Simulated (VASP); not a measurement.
# CdIn2O4 (Fd-3m) in VASP: a series of runs

Runs on CdIn2O4. Level: PBEsol. Tasks: relaxation of cell and atoms.

Program: VASP 6.6.1. These are calculated values, not measurements. Logs are shortened: lines on timing, memory, paths and dates and some standing lists are left out, and cuts for length are marked.

## Step 1: The cell of the first run

Symmetry: Fd-3m, No. 227, cubic system. Conventional cell: a = 9.166 Å, b = 9.166 Å, c = 9.166 Å, α = 90.00°, β = 90.00°, γ = 90.00°. Within 2.8 Å of Cd (site symmetry -43m) lie 4 O at 2.14 Å. Within 2.9 Å of In (site symmetry -3m) lie 6 O at 2.20 Å. Within 2.8 Å of O (site symmetry 3m) lie 1 Cd at 2.14 Å and 3 In at 2.20 Å.

## Step 2: Relaxation of cell and atoms, PBEsol

INCAR reads:

```
SYSTEM = CdIn2O4
PREC = Accurate
ENCUT = 600
EDIFF = 1E-6
ISMEAR = 0
SIGMA = 0.03
LREAL = .False.
LASPH = .True.
NELM = 80
ALGO = Normal
ISIF = 3
LWAVE = .False.
LCHARG = .False.
GGA = PS
IBRION = 2
NSW = 90
EDIFFG = -0.01
KPAR = 4
```

KPOINTS reads:

```
Automatic mesh
0
Gamma
  6 6 6
  0 0 0
```

POSCAR reads:

```
CdIn2O4
1.0
    0.0000000000      4.5830000000      4.5830000000
    4.5830000000      0.0000000000      4.5830000000
    4.5830000000      4.5830000000      0.0000000000
Cd In O
2 4 8
Direct
    0.0000000000      0.0000000000      0.0000000000
    0.2500000000      0.2500000000      0.2500000000
    0.6250000000      0.6250000000      0.6250000000
    0.1250000000      0.6250000000      0.6250000000
    0.6250000000      0.6250000000      0.1250000000
    0.6250000000      0.1250000000      0.6250000000
    0.8650000000      0.8650000000      0.8650000000
    0.8450000000      0.3850000000      0.3850000000
    0.8650000000      0.8650000000      0.4050000000
    0.3850000000      0.8450000000      0.3850000000
    0.4050000000      0.8650000000      0.8650000000
    0.3850000000      0.3850000000      0.3850000000
    0.8650000000      0.4050000000      0.8650000000
    0.3850000000      0.3850000000      0.8450000000
```

Potentials or basis: VASP PAW PBE potentials, release 64 (Cd, In_d, O).

Started as:

```bash
cat potpaw_PBE.64/Cd/POTCAR potpaw_PBE.64/In_d/POTCAR potpaw_PBE.64/O/POTCAR > POTCAR
mpirun -np 4 vasp_std > vasp.out
```

OUTCAR:

```text
SYSTEM = CdIn2O4
   PREC = Accurate
   ENCUT = 600
   EDIFF = 1E-6
   ISMEAR = 0
   LREAL = .False.
   LASPH = .True.
   NELM = 80
   ISIF = 3
   GGA = PS
   IBRION = 2
   NSW = 90
   EDIFFG = -0.01

 ion  position               nearest neighbor table
   1  0.000  0.000  0.000-   7 2.14   9 2.14  11 2.14  13 2.14   4 3.80   6 3.80   3 3.80   3 3.80
                             5 3.80   6 3.80   3 3.80   4 3.80   5 3.80   5 3.80   6 3.80   4 3.80
   2  0.250  0.250  0.250-  12 2.14  10 2.14   8 2.14  14 2.14   4 3.80   6 3.80   3 3.80   3 3.80
                             4 3.80   5 3.80   3 3.80   5 3.80   6 3.80   5 3.80   6 3.80   4 3.80
   3  0.625  0.625  0.625-   8 2.20   9 2.20  10 2.20  11 2.20  13 2.20  14 2.20   4 3.24   5 3.24
                             6 3.24   5 3.24   6 3.24   4 3.24   1 3.80   2 3.80   1 3.80   2 3.80
   4  0.125  0.625  0.625-   9 2.20  10 2.20  13 2.20  14 2.20   7 2.20  12 2.20   3 3.24   5 3.24
                             6 3.24   3 3.24   5 3.24   6 3.24   1 3.80   2 3.80   2 3.80   1 3.80
   5  0.625  0.625  0.125-   8 2.20  10 2.20  11 2.20  13 2.20  12 2.20   7 2.20   3 3.24   3 3.24
                             4 3.24   6 3.24   6 3.24   4 3.24   1 3.80   2 3.80   1 3.80   2 3.80
   6  0.625  0.125  0.625-   8 2.20   9 2.20  11 2.20  14 2.20  12 2.20   7 2.20   3 3.24   5 3.24
                             3 3.24   4 3.24   5 3.24   4 3.24   1 3.80   2 3.80   1 3.80   2 3.80
   7  0.865  0.865  0.865-   1 2.14   4 2.20   5 2.20   6 2.20
   8  0.845  0.385  0.385-   2 2.14   5 2.20   6 2.20   3 2.20
   9  0.865  0.865  0.405-   1 2.14   4 2.20   6 2.20   3 2.20
  10  0.385  0.845  0.385-   2 2.14   4 2.20   5 2.20   3 2.20
  11  0.405  0.865  0.865-   1 2.14   5 2.20   6 2.20   3 2.20
  12  0.385  0.385  0.385-   2 2.14   4 2.20   5 2.20   6 2.20
  13  0.865  0.405  0.865-   1 2.14   4 2.20   5 2.20   3 2.20
  14  0.385  0.385  0.845-   2 2.14   4 2.20   6 2.20   3 2.20

  LATTYP: Found a face centered cubic cell.
 ALAT       =     9.1660000000

  Lattice vectors:

 A1 = (   0.0000000000,   4.5830000000,   4.5830000000)
 A2 = (   4.5830000000,   0.0000000000,   4.5830000000)
 A3 = (   4.5830000000,   4.5830000000,   0.0000000000)

Analysis of symmetry for initial positions (statically):
=====================================================================
 Subroutine PRICEL returns:
 Original cell was already a primitive cell.

 Routine SETGRP: Setting up the symmetry group for a
 face centered cubic supercell.

 Subroutine GETGRP returns: Found 48 space group operations
 (whereof 24 operations were pure point group operations)
 out of a pool of 48 trial point group operations.

The static configuration has the point symmetry T_d .
 The point group associated with its full space group is O_h .

Analysis of symmetry for dynamics (positions and initial velocities):
=====================================================================
 Subroutine PRICEL returns:
 Original cell was already a primitive cell.

 Routine SETGRP: Setting up the symmetry group for a
 face centered cubic supercell.

 Subroutine GETGRP returns: Found 48 space group operations
 (whereof 24 operations were pure point group operations)
 out of a pool of 48 trial point group operations.

The dynamic configuration has the point symmetry T_d .
 The point group associated with its full space group is O_h .

 Subroutine INISYM returns: Found 48 space group operations
 (whereof 24 operations are pure point group operations),
 and found     1 'primitive' translations

----------------------------------------------------------------------------------------

                                     Primitive cell

  volume of cell :     192.5216

  direct lattice vectors                    reciprocal lattice vectors
     0.000000000  4.583000000  4.583000000    -0.109098844  0.109098844  0.109098844
     4.583000000  0.000000000  4.583000000     0.109098844 -0.109098844  0.109098844
     4.583000000  4.583000000  0.000000000     0.109098844  0.109098844 -0.109098844

  length of vectors
     6.481340756  6.481340756  6.481340756     0.188964740  0.188964740  0.188964740

  position of ions in fractional coordinates (direct lattice)
     0.000000000  0.000000000  0.000000000
     0.250000000  0.250000000  0.250000000
     0.625000000  0.625000000  0.625000000
     0.125000000  0.625000000  0.625000000
     0.625000000  0.625000000  0.125000000
     0.625000000  0.125000000  0.625000000
     0.865000000  0.865000000  0.865000000
     0.845000000  0.385000000  0.385000000
     0.865000000  0.865000000  0.405000000
     0.385000000  0.845000000  0.385000000
     0.405000000  0.865000000  0.865000000
     0.385000000  0.385000000  0.385000000
     0.865000000  0.405000000  0.865000000
     0.385000000  0.385000000  0.845000000

  ion indices of the primitive-cell ions
   primitive index   ion index
                 1           1
                 2           2
                 3           3
                 4           4
                 5           5
                 6           6
                 7           7
                 8           8
                 9           9
                10          10
                11          11
                12          12
                13          13
                14          14

----------------------------------------------------------------------------------------

 KPOINTS: Automatic mesh

Automatic generation of k-mesh.
 Grid dimensions read from file:
 generate k-points for:    6    6    6

 Generating k-lattice:

  Cartesian coordinates                     Fractional coordinates (reciprocal lattice)
    -0.018183141  0.018183141  0.018183141     0.166666667  0.000000000  0.000000000
     0.018183141 -0.018183141  0.018183141     0.000000000  0.166666667  0.000000000
     0.018183141  0.018183141 -0.018183141     0.000000000  0.000000000  0.166666667

  Length of vectors
     0.031494123  0.031494123  0.031494123

  Shift w.r.t. Gamma in fractional coordinates (k-lattice)
     0.000000000  0.000000000  0.000000000

 Subroutine IBZKPT returns following result:
 ===========================================

 Found     16 irreducible k-points:

 Following reciprocal coordinates:
            Coordinates               Weight
  0.000000  0.000000  0.000000      1.000000
  0.166667  0.000000  0.000000      8.000000
  0.333333  0.000000  0.000000      8.000000
  0.500000  0.000000  0.000000      4.000000
  0.166667  0.166667  0.000000      6.000000
  0.333333  0.166667  0.000000     24.000000
[... 8 lines left out ...]
 -0.333333  0.333333  0.166667     24.000000
 -0.333333  0.500000  0.166667     12.000000
   k-points           NKPTS =     16   k-points in BZ     NKDIM =     16   number of bands    NBANDS=     74
   number of dos      NEDOS =    301   number of ions     NIONS =     14
   total plane-waves  NPLWV = 157464
   dimension x,y,z NGX =    54 NGY =   54 NGZ =   54
   dimension x,y,z NGXF=   108 NGYF=  108 NGZF=  108
   ions per type =               2   4   8
   NGX,Y,Z   is equivalent  to a cutoff of  13.85, 13.85, 13.85 a.u.
   NGXF,Y,Z  is equivalent  to a cutoff of  27.70, 27.70, 27.70 a.u.
 SYSTEM =  CdIn2O4
   PREC   = accura    normal or accurate (medium, high low for compatibility)
   ISTART =      0    job   : 0-new  1-cont  2-samecut
   ICHARG =      2    charge: 1-file 2-atom 10-const
   ISPIN  =      1    spin polarized calculation?
   LNONCOLLINEAR =      F non collinear calculations
   LSORBIT =      F    spin-orbit coupling
   LASPH  =      T    aspherical Exc in radial PAW
   ENCUT  =  600.0 eV  44.10 Ry    6.64 a.u.  12.94 12.94 12.94*2*pi/ulx,y,z
   NELM   =     80;   NELMIN=  2; NELMDL= -5     # of ELM steps
   EDIFF  = 0.1E-05   stopping-criterion for ELM
   LREAL  =      F    real-space projection
   EDIFFG = -.1E-01   stopping-criterion for IOM
   NSW    =     90    number of steps for IOM
   IBRION =      2    ionic relax: 0-MD 1-quasi-New 2-CG
   NFREE  =      1    steps in history (QN), initial steepest desc. (CG)
   ISIF   =      3    stress and relaxation
   ISYM   =      2    0-nonsym 1-usesym 2-fastsym
   POTIM  = 0.5000    time-step for ionic-motion
   TEBEG  =    0.0;   TEEND  =   0.0 temperature during run
   PSTRESS=    0.0 pullay stress
   NELECT =     124.0000    total number of electrons
   NUPDOWN=      -1.0000    fix difference up-down
   EMIN   =  10.00;   EMAX   =-10.00  energy-range for DOS
   EFERMI =   0.00;   METHOD = LEGACY
   ISMEAR =     0;   SIGMA  =   0.03  broadening in eV -4-tet -1-fermi 0-gaus
   EFERMI_NEDOS =   21; number of points for ismear=-14 and -15
   IALGO  =     38    algorithm
   IMIX   =      4    mixing-type and parameters
     AMIX     =   0.40;   BMIX     =  1.00
     AMIX_MAG =   1.60;   BMIX_MAG =  1.00
  volume/ion in A,a.u.               =      13.75        92.80
  Fermi-wavevector in a.u.,A,eV,Ry     =   1.413803  2.671700 27.195851  1.998839
  Thomas-Fermi vector in A             =   2.535411
   LORBIT       =      0    0 simple, 1 ext, 2 COOP (PROOUT), +10 PAW based schemes
   GGA     = PS    functional components
   LHFCALC =     F    Hartree Fock is set to
   AEXX    =    0.0000 exact exchange contribution
   IVDW    =     0    specifies the selected vdW correction
   LEPSILON=     F    determine dielectric tensor
   LRPA    =     F    only Hartree local field effects (RPA)
 conjugate gradient relaxation of ions
 non-spin polarized calculation
 Gauss-broadening in eV      SIGMA  =   0.03
  energy-cutoff  :      600.00
  volume of cell :      192.52
 maximum number of plane-waves:      6460
 NGX is ok and might be reduce to    54
   NGX = 25   NGY = 25   NGZ = 25

--------------------------------------- Ionic step        1  -------------------------------------------

 number of electron     124.0000015 magnetization

 Free energy of the ion-electron system (eV)
  ---------------------------------------------------
  ext. energy  EPLUGINS =         0.00000000
  ---------------------------------------------------
  free energy    TOTEN  =       -76.75713512 eV

  energy without entropy =      -76.75713512  energy(sigma->0) =      -76.75713512

------------------------ aborting loop because EDIFF is reached ----------------------------------------

  FORCE on cell =-STRESS in cart. coord.  units (eV):
  Direction    XX          YY          ZZ          XY          YZ          ZX
  --------------------------------------------------------------------------------------
  -------------------------------------------------------------------------------------
  Total        1.1044751      1.1044751      1.1044751     -0.0000000      0.0000000      0.0000000
  in kB        9.1915113      9.1915113      9.1915113     -0.0000000      0.0000000      0.0000000
  external PRESSURE =       9.1915113 kB  Pullay stress =       0.0000000 kB
[... 177 lines left out ...]
  energy  without entropy=      -76.9320374536  energy(sigma->0) =      -76.93203745

--------------------------------------- Ionic step        5  -------------------------------------------

 number of electron     124.0000001 magnetization

 Free energy of the ion-electron system (eV)
  ---------------------------------------------------
  ext. energy  EPLUGINS =         0.00000000
  ---------------------------------------------------
  free energy    TOTEN  =       -76.93213471 eV

  energy without entropy =      -76.93213471  energy(sigma->0) =      -76.93213471

 E-fermi :   3.5514     XC(G=0): -11.0111

 val. band max:        3.3472124487   @ k =   0.5000   0.0000   0.0000
 cond. band min:       4.2975067910   @ k =   0.0000   0.0000   0.0000
 fundamental gap:      0.9502943422
 Fermi energy:         3.5513513152

 k-point     1 :       0.0000    0.0000    0.0000
  band No.  band energies     occupation
      1     -13.9840      2.00000
      2     -13.3636      2.00000
      3     -13.3636      2.00000
      4     -13.3636      2.00000
      5     -13.0745      2.00000
      6     -12.8314      2.00000
[... 1262 lines left out ...]
  FREE ENERGIE OF THE ION-ELECTRON SYSTEM (eV)
  ---------------------------------------------------
  free  energy   TOTEN  =       -76.9321347141 eV

  energy  without entropy=      -76.9321347141  energy(sigma->0) =      -76.93213471

 reached required accuracy - stopping structural energy minimisation
```

Wall time 4.6 min (4 MPI ranks of Intel Xeon 6975P-C (Granite Rapids), shared host); peak memory 0.58 GiB.

What came out:

```yaml
Free_energy: -76.9321 eV
Relaxed_volume: 13.93 Å³/atom
Relaxed_cell: a = 6.510 Å, b = 6.510 Å, c = 6.510 Å, α = 60.00°, β = 60.00°, γ = 60.00°
Space_group_after_relaxing_to_0.1_Å: Fd-3m (No. 227)
Energy_gained_by_relaxing: 12.5 meV/atom
Ionic_steps: 5
Pressure_after_relaxing: 0.0 GPa
Band_gap_on_the_k_mesh: 0.95 eV (least direct gap 1.01 eV)
```

Step by step:
```
step  energy change (eV)  largest force (eV/Å)  pressure (GPa)  volume (Å³)
   1              0.0000                0.9256            0.92       192.52
   2             -0.1746                0.0262            0.20       194.73
   3             -0.1749                0.0081            0.17       194.81
   4             -0.1749                0.0083           -0.15       195.24
   5             -0.1750                0.0015            0.00       195.04
```

Final structure:
```
CELL_PARAMETERS angstrom
0.00000 4.60293 4.60293
4.60293 0.00000 4.60293
4.60293 4.60293 0.00000
ATOMIC_POSITIONS crystal
Cd 0.00000 0.00000 0.00000
Cd 0.25000 0.25000 0.25000
In 0.62500 0.62500 0.62500
In 0.12500 0.62500 0.62500
In 0.62500 0.62500 0.12500
In 0.62500 0.12500 0.62500
O 0.86209 0.86209 0.86209
O 0.83626 0.38791 0.38791
O 0.86209 0.86209 0.41374
O 0.38791 0.83626 0.38791
O 0.41374 0.86209 0.86209
O 0.38791 0.38791 0.38791
O 0.86209 0.41374 0.86209
O 0.38791 0.38791 0.83626
```

Caveat: the PAW data sets were made with another functional, which shifts forces and pressure a little; spin-orbit coupling is left out, which moves the levels of the heavy elements. Zero-point motion and thermal expansion aren't in these numbers.

(Continued in part 2 of 2.)
